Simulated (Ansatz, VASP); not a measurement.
## One calculation of VO2, two programs

The input POSCAR:

```
VO2
1.0
    4.5300000000      0.0000000000      0.0000000000
    0.0000000000      4.5300000000      0.0000000000
    0.0000000000      0.0000000000      2.8690000000
V O
2 4
Direct
    0.0000000000      0.0000000000      0.0000000000
    0.5000000000      0.5000000000      0.5000000000
    0.3050000000      0.3050000000      0.0000000000
    0.1950000000      0.8050000000      0.5000000000
    0.6950000000      0.6950000000      0.0000000000
    0.8050000000      0.1950000000      0.5000000000
```

Contents of INCAR.step1:

```
SYSTEM = VO2
ALGO = Normal ; EDIFF = 1E-5
ENCUT = 660 ; GGA = PE
GGA_COMPAT = .FALSE. ; ISMEAR = 0
LASPH = .TRUE. ; LCHARG = .FALSE.
LREAL = .FALSE. ; LWAVE = .TRUE.
NBANDS = 34 ; NELM = 120
PREC = Accurate ; SIGMA = 0.1
```

File INCAR.step2:

```
SYSTEM = VO2
ALGO = Normal ; EDIFF = 1E-6
ENCUT = 660 ; GGA_COMPAT = .FALSE.
ISIF = 2 ; ISMEAR = 0
ISTART = 1 ; LASPH = .TRUE.
LCHARG = .FALSE. ; LMIXTAU = .TRUE.
LREAL = .FALSE. ; LWAVE = .FALSE.
METAGGA = R2SCAN ; NBANDS = 34
NELM = 120 ; PREC = Accurate
SIGMA = 0.1
```

File KPOINTS:

```
k-points
0
G
  4 4 6
  0 0 0
```

Input for Ansatz:

```yaml
crystal:
  lattice:
    - [4.53, 0.0, 0.0]
    - [0.0, 4.53, 0.0]
    - [0.0, 0.0, 2.869]
  atoms:
    - { symbol: V, position: [0.0, 0.0, 0.0] }
    - { symbol: V, position: [0.5, 0.5, 0.5] }
    - { symbol: O, position: [0.305, 0.305, 0.0] }
    - { symbol: O, position: [0.195, 0.805, 0.5] }
    - { symbol: O, position: [0.695, 0.695, 0.0] }
    - { symbol: O, position: [0.805, 0.195, 0.5] }
basis:
  ecutwfc: 500
kpoints:
  mp_grid: { grid: [4, 4, 6] }
hamiltonian:
  xc: r2scan
scf:
  occupations: { method: gaussian, width: 0.1 }
output:
  forces: true
  stress: true
  eigenvalues: true
```

Alike in both runs: task single point; functional r2SCAN; k mesh 4 × 4 × 6; occupations gaussian, width 0.1 eV; no spin polarisation.

```csv
,VASP,Ansatz
version,VASP 6.6.1,Ansatz 0.2.0
potentials or method,"VASP PAW PBE potentials, release 64 (V_sv, O), cutoff 660 eV","scalar-relativistic, plane waves, PAW"
valence electrons in the cell,50,50
```

|  | VASP | Ansatz | Ansatz less VASP |
| --- | --- | --- | --- |
| gap on the k mesh at the Fermi level (eV) | none | none | - |
| pressure (GPa) | -3.2 | -4.1 | -0.84 |
| traceless stress, the component that is largest in VASP (GPa) | -4.87 | -5.35 | -0.473 |
| rms of the force components (eV/Å) | 0.220 | 0.199 | -0.0214 |

VASP's potentials were made for PBE, not for r2SCAN. Atom by atom the forces differ by 0.021 eV/Å (rms over components). A gap of «none» marks a metal or a gap that the smearing closes.

The k mesh is coarse, so the values compare programs but aren't converged.
